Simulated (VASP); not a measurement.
# CdTe (F-43m) in VASP: notebook

CdTe is run at these levels: LDA; tasks: vibrations by perturbation theory.

Program: VASP 6.6.1. These are calculated values, not measurements. Logs are shortened: lines on timing, memory, paths and dates and some standing lists are left out, and cuts for length are marked.

### Step 1. The cell of the first run

The structure is cubic, space group F-43m (No. 216). The conventional cell has a = 6.326 Å, b = 6.326 Å, c = 6.326 Å, α = 90.00°, β = 90.00°, γ = 90.00°. Within 3.6 Å of Cd (site symmetry -43m) lie 4 Te at 2.74 Å. Te (site symmetry -43m) has 4 Cd at 2.74 Å within 3.6 Å.

### Step 2. Vibrations by perturbation theory, LDA

Input file INCAR:

```
SYSTEM = CdTe
PREC = Accurate
ENCUT = 520
EDIFF = 1E-8
ISMEAR = 0
SIGMA = 0.01
LREAL = .FALSE.
LASPH = .TRUE.
NELM = 100
ALGO = Normal
ISIF = 2
LWAVE = .FALSE.
LCHARG = .FALSE.
GGA = CA
IBRION = 8
NSW = 1
```

Input file KPOINTS:

```
regular mesh
0
G
  6 6 6
  0 0 0
```

Input file POSCAR:

```
CdTe
1.0
    3.1631165652      3.1631165652      0.0000000000
   -3.1631165652      3.1631165652      0.0000000000
    0.0000000000      3.1631165652      3.1631165652
Cd Te
1 1
Direct
    0.0000000000      0.0000000000      0.0000000000
    0.7500000000      0.2500000000      0.5000000000
```

Potentials or basis: VASP PAW LDA potentials, release 64 (Cd, Te).

Started as:

```bash
> cat potpaw_LDA.64/Cd/POTCAR potpaw_LDA.64/Te/POTCAR > POTCAR
> mpirun -np 1 vasp_std > vasp.out
```

OUTCAR:

```text
SYSTEM = CdTe
   PREC = Accurate
   ENCUT = 520
   EDIFF = 1E-8
   ISMEAR = 0
   LREAL = .FALSE.
   LASPH = .TRUE.
   NELM = 100
   ISIF = 2
   GGA = CA
   IBRION = 8
   NSW = 1

 ion  position               nearest neighbor table
   1  0.000  0.000  0.000-   2 2.74   2 2.74   2 2.74   2 2.74
   2  0.750  0.250  0.500-   1 2.74   1 2.74   1 2.74   1 2.74

  LATTYP: Found a face centered cubic cell.
 ALAT       =     6.3262331304

  Lattice vectors:

 A1 = (   0.0000000000,   3.1631165652,   3.1631165652)
 A2 = (   3.1631165652,   0.0000000000,   3.1631165652)
 A3 = (   3.1631165652,   3.1631165652,   0.0000000000)

Analysis of symmetry for initial positions (statically):
=====================================================================
 Subroutine PRICEL returns:
 Original cell was already a primitive cell.

 Routine SETGRP: Setting up the symmetry group for a
 face centered cubic supercell.

 Subroutine GETGRP returns: Found 24 space group operations
 (whereof 24 operations were pure point group operations)
 out of a pool of 48 trial point group operations.

The static configuration has the point symmetry T_d .

Analysis of symmetry for dynamics (positions and initial velocities):
=====================================================================
 Subroutine PRICEL returns:
 Original cell was already a primitive cell.

 Routine SETGRP: Setting up the symmetry group for a
 face centered cubic supercell.

 Subroutine GETGRP returns: Found 24 space group operations
 (whereof 24 operations were pure point group operations)
 out of a pool of 48 trial point group operations.

The dynamic configuration has the point symmetry T_d .

 Subroutine INISYM returns: Found 24 space group operations
 (whereof 24 operations are pure point group operations),
 and found     1 'primitive' translations

----------------------------------------------------------------------------------------

                                     Primitive cell

  volume of cell :      63.2959

  direct lattice vectors                    reciprocal lattice vectors
     3.163116565  3.163116565  0.000000000     0.158071949  0.158071949 -0.158071949
    -3.163116565  3.163116565  0.000000000    -0.158071949  0.158071949 -0.158071949
     0.000000000  3.163116565  3.163116565     0.000000000  0.000000000  0.316143898

  length of vectors
     4.473322346  4.473322346  4.473322346     0.273788647  0.273788647  0.316143898

  position of ions in fractional coordinates (direct lattice)
     0.000000000  0.000000000  0.000000000
     0.750000000  0.250000000  0.500000000

  ion indices of the primitive-cell ions
   primitive index   ion index
                 1           1
                 2           2

----------------------------------------------------------------------------------------

 KPOINTS: regular mesh

Automatic generation of k-mesh.
 Grid dimensions read from file:
 generate k-points for:    6    6    6

 Generating k-lattice:

  Cartesian coordinates                     Fractional coordinates (reciprocal lattice)
     0.026345325  0.026345325 -0.026345325     0.166666667  0.000000000  0.000000000
    -0.026345325  0.026345325 -0.026345325     0.000000000  0.166666667  0.000000000
     0.000000000  0.000000000  0.052690650     0.000000000  0.000000000  0.166666667

  Length of vectors
     0.045631441  0.045631441  0.052690650

  Shift w.r.t. Gamma in fractional coordinates (k-lattice)
     0.000000000  0.000000000  0.000000000

 Subroutine IBZKPT returns following result:
 ===========================================

 Found     16 irreducible k-points:

 Following reciprocal coordinates:
            Coordinates               Weight
  0.000000  0.000000  0.000000      1.000000
  0.166667  0.000000  0.000000      8.000000
  0.333333  0.000000  0.000000      8.000000
  0.500000  0.000000  0.000000      4.000000
  0.166667  0.166667  0.000000     12.000000
  0.333333  0.166667  0.000000     24.000000
[... 8 lines left out ...]
  0.500000  0.333333  0.166667     24.000000
  0.500000  0.500000  0.166667     12.000000
   k-points           NKPTS =     16   k-points in BZ     NKDIM =     16   number of bands    NBANDS=     13
   number of dos      NEDOS =    301   number of ions     NIONS =      2
   total plane-waves  NPLWV =  46656
   dimension x,y,z NGX =    36 NGY =   36 NGZ =   36
   dimension x,y,z NGXF=    72 NGYF=   72 NGZF=   72
   ions per type =               1   1
   NGX,Y,Z   is equivalent  to a cutoff of  13.38, 13.38, 13.38 a.u.
   NGXF,Y,Z  is equivalent  to a cutoff of  26.76, 26.76, 26.76 a.u.
 SYSTEM =  CdTe
   PREC   = accura    normal or accurate (medium, high low for compatibility)
   ISTART =      0    job   : 0-new  1-cont  2-samecut
   ICHARG =      2    charge: 1-file 2-atom 10-const
   ISPIN  =      1    spin polarized calculation?
   LNONCOLLINEAR =      F non collinear calculations
   LSORBIT =      F    spin-orbit coupling
   LASPH  =      T    aspherical Exc in radial PAW
   ENCUT  =  520.0 eV  38.22 Ry    6.18 a.u.   8.32  8.32  8.32*2*pi/ulx,y,z
   NELM   =    100;   NELMIN=  2; NELMDL= -5     # of ELM steps
   EDIFF  = 0.1E-07   stopping-criterion for ELM
   LREAL  =      F    real-space projection
   EDIFFG = 0.1E-06   stopping-criterion for IOM
   NSW    =      1    number of steps for IOM
   IBRION =      8    ionic relax: 0-MD 1-quasi-New 2-CG
   NFREE  =      0    steps in history (QN), initial steepest desc. (CG)
   ISIF   =      2    stress and relaxation
   ISYM   =      2    0-nonsym 1-usesym 2-fastsym
   POTIM  = 0.5000    time-step for ionic-motion
   TEBEG  =    0.0;   TEEND  =   0.0 temperature during run
   PSTRESS=    0.0 pullay stress
   NELECT =      18.0000    total number of electrons
   NUPDOWN=      -1.0000    fix difference up-down
   EMIN   =  10.00;   EMAX   =-10.00  energy-range for DOS
   EFERMI =   0.00;   METHOD = LEGACY
   ISMEAR =     0;   SIGMA  =   0.01  broadening in eV -4-tet -1-fermi 0-gaus
   EFERMI_NEDOS =   21; number of points for ismear=-14 and -15
   IALGO  =     38    algorithm
   IMIX   =      4    mixing-type and parameters
     AMIX     =   0.40;   BMIX     =  1.00
     AMIX_MAG =   1.60;   BMIX_MAG =  1.00
  volume/ion in A,a.u.               =      31.65       213.57
  Fermi-wavevector in a.u.,A,eV,Ry     =   1.076566  2.034414 15.769062  1.158993
  Thomas-Fermi vector in A             =   2.212453
   LORBIT       =      0    0 simple, 1 ext, 2 COOP (PROOUT), +10 PAW based schemes
   GGA     = CA    functional components
   LHFCALC =     F    Hartree Fock is set to
   AEXX    =    0.0000 exact exchange contribution
   IVDW    =     0    specifies the selected vdW correction
   LEPSILON=     F    determine dielectric tensor
   LRPA    =     F    only Hartree local field effects (RPA)
 non-spin polarized calculation
 Gauss-broadening in eV      SIGMA  =   0.01
  energy-cutoff  :      520.00
  volume of cell :       63.30
 maximum number of plane-waves:      1724
 NGX is ok and might be reduce to    36
   NGX = 17   NGY = 17   NGZ = 17

--------------------------------------- Ionic step        1  -------------------------------------------

 number of electron      18.0000004 magnetization

 Free energy of the ion-electron system (eV)
  ---------------------------------------------------
  ext. energy  EPLUGINS =         0.00000000
  ---------------------------------------------------
  free energy    TOTEN  =        -6.02432040 eV

  energy without entropy =       -6.02432040  energy(sigma->0) =       -6.02432040

 E-fermi :   2.9485     XC(G=0):  -9.2609

 val. band max:        2.8606922290   @ k =   0.0000   0.0000   0.0000
 cond. band min:       3.6347179270   @ k =   0.0000   0.0000   0.0000
 fundamental gap:      0.7740256980
 Fermi energy:         2.9484789549

 k-point     1 :       0.0000    0.0000    0.0000
  band No.  band energies     occupation
      1      -8.8231      2.00000
      2      -5.7190      2.00000
      3      -5.7190      2.00000
      4      -5.7190      2.00000
      5      -5.3975      2.00000
      6      -5.3975      2.00000
      7       2.8607      2.00000
      8       2.8607      2.00000
      9       2.8607      2.00000
     10       3.6347      0.00000
     11       7.3009      0.00000
     12       7.3009      0.00000
     13       7.3009      0.00000
[... 228 lines left out ...]
      2      -5.5630      2.00000
      3      -5.5536      2.00000
      4      -5.4595      2.00000
      5      -5.3838      2.00000
      6      -4.7431      2.00000
      7      -1.7983      2.00000
      8       0.3157      2.00000
      9       0.3854      2.00000
     10       6.4341      0.00000
     11       6.5789      0.00000
     12       9.5579      0.00000
     13       9.8108      0.00000

------------------------ aborting loop because EDIFF is reached ----------------------------------------

  FORCE on cell =-STRESS in cart. coord.  units (eV):
  Direction    XX          YY          ZZ          XY          YZ          ZX
  --------------------------------------------------------------------------------------
  -------------------------------------------------------------------------------------
  Total        0.9143423      0.9143423      0.9143423     -0.0000000      0.0000000     -0.0000000
  in kB       23.1442868     23.1442868     23.1442868     -0.0000000      0.0000000     -0.0000000
  external PRESSURE =      23.1442868 kB  Pullay stress =       0.0000000 kB

 VOLUME and BASIS-vectors are now :
 -----------------------------------------------------------------------------
  energy-cutoff  :      520.00
  volume of cell :       63.30
      direct lattice vectors                 reciprocal lattice vectors
     3.163116565  3.163116565  0.000000000     0.158071949  0.158071949 -0.158071949
    -3.163116565  3.163116565  0.000000000    -0.158071949  0.158071949 -0.158071949
     0.000000000  3.163116565  3.163116565     0.000000000  0.000000000  0.316143898

 POSITION                                       TOTAL-FORCE (eV/Angst)
 -----------------------------------------------------------------------------------
      0.00000      0.00000      0.00000        -0.000000      0.000000      0.000000
      1.58156      4.74467      1.58156         0.000000     -0.000000     -0.000000
 -----------------------------------------------------------------------------------
    total drift:                                0.000000     -0.000000      0.000000

  FREE ENERGIE OF THE ION-ELECTRON SYSTEM (eV)
  ---------------------------------------------------
  free  energy   TOTEN  =        -6.0243204018 eV

  energy  without entropy=       -6.0243204018  energy(sigma->0) =       -6.02432040

[... ionic steps 2 to 3 ...]

--------------------------------------- Ionic step        4  -------------------------------------------

------------------------ aborting loop because EDIFF is reached ----------------------------------------

[... ionic steps 5 to 6 ...]

--------------------------------------- Ionic step        7  -------------------------------------------

 Free energy of the ion-electron system (eV)
  ---------------------------------------------------
  ---------------------------------------------------
  free energy    TOTEN  =        -0.04946959 eV

  energy without entropy =       -0.04946959

------------------------ aborting loop because EDIFF is reached ----------------------------------------

 INTERNAL STRAIN TENSOR  FOR ION    2  DIRECTION 1   (eV/Angst):
 -----------------------------------------------------------------------------
     0.01937  0.00000  0.00000
     0.00000 -0.01517  7.85922
     0.00000  7.85922 -0.01517

 INTERNAL STRAIN TENSOR FOR ION    2 for displacements in x,y,z  (eV/Angst):
          X           Y           Z          XY          YZ          ZX
  --------------------------------------------------------------------------------
  x     0.00000     0.00000     0.00000     0.00000     7.85922     0.00000
  y     0.00000    -0.00000     0.00000     0.00000     0.00000     7.85922
  z     0.00000     0.00000     0.00000     7.85922     0.00000     0.00000

 SECOND DERIVATIVES (NOT SYMMETRIZED)
 ------------------------------------
               1X          1Y          1Z          2X          2Y          2Z
  1X    -5.705467    0.000000    0.000000    5.705467    0.000000    0.000000
  1Y     0.000000   -5.705467    0.000000    0.000000    5.705467    0.000000
  1Z     0.000000    0.000000   -5.705467    0.000000    0.000000    5.705467
  2X     5.672977   -0.000000    0.000000   -5.672977    0.000000   -0.000000
  2Y     0.000000    5.672977   -0.000000   -0.000000   -5.672977    0.000000
  2Z     0.000000   -0.000000    5.672977   -0.000000    0.000000   -5.672977

 Eigenvectors and eigenvalues of the dynamical matrix
 ----------------------------------------------------

   1 f  =    4.823948 THz    30.309762 2PiTHz  160.909601 cm-1    19.950239 meV
             X         Y         Z           dx          dy          dz
      0.000000  0.000000  0.000000     0.000000   -0.000000    0.730112
      1.581558  4.744675  1.581558    -0.000000    0.000000   -0.683327
[... 21 lines left out ...]
   6 f/i=    0.006872 THz     0.043179 2PiTHz    0.229229 cm-1     0.028421 meV
             X         Y         Z           dx          dy          dz
      0.000000  0.000000  0.000000     0.683327   -0.000000    0.000000
      1.581558  4.744675  1.581558     0.730112    0.000000    0.000000

--------------------------------------------------------------------------------------------------------

 ELASTIC MODULI CONTR FROM IONIC RELAXATION (kBar)
 Direction    XX          YY          ZZ          XY          YZ          ZX
 --------------------------------------------------------------------------------
 XX          -0.0000     -0.0000      0.0000      0.0000     -0.0000      0.0000
 YY          -0.0000     -0.0000     -0.0000     -0.0000     -0.0000      0.0000
 ZZ           0.0000     -0.0000     -0.0000     -0.0000      0.0000     -0.0000
 XY           0.0000     -0.0000     -0.0000   -282.2391      0.0000      0.0000
 YZ          -0.0000     -0.0000      0.0000      0.0000   -282.2391      0.0000
 ZX           0.0000      0.0000     -0.0000      0.0000      0.0000   -282.2391
 --------------------------------------------------------------------------------
```

Run time: 48 s. Hardware: 1 thread of Intel Xeon 6975P-C (Granite Rapids), shared host; peak memory 0.27 GiB.

Results:

- Highest phonon frequency at Γ, LO-TO splitting left out: 161 cm⁻¹

Phonon frequencies in cm⁻¹ (negative: imaginary):
| q point | frequencies |
| --- | --- |
| (0.000, 0.000, 0.000) | 0 0 0 161 161 161 |

Caveat: the cell stands under pressure or tension, which shifts response properties; spin-orbit coupling is left out, which moves the levels of the heavy elements.

(Continued in part 2 of 2.)
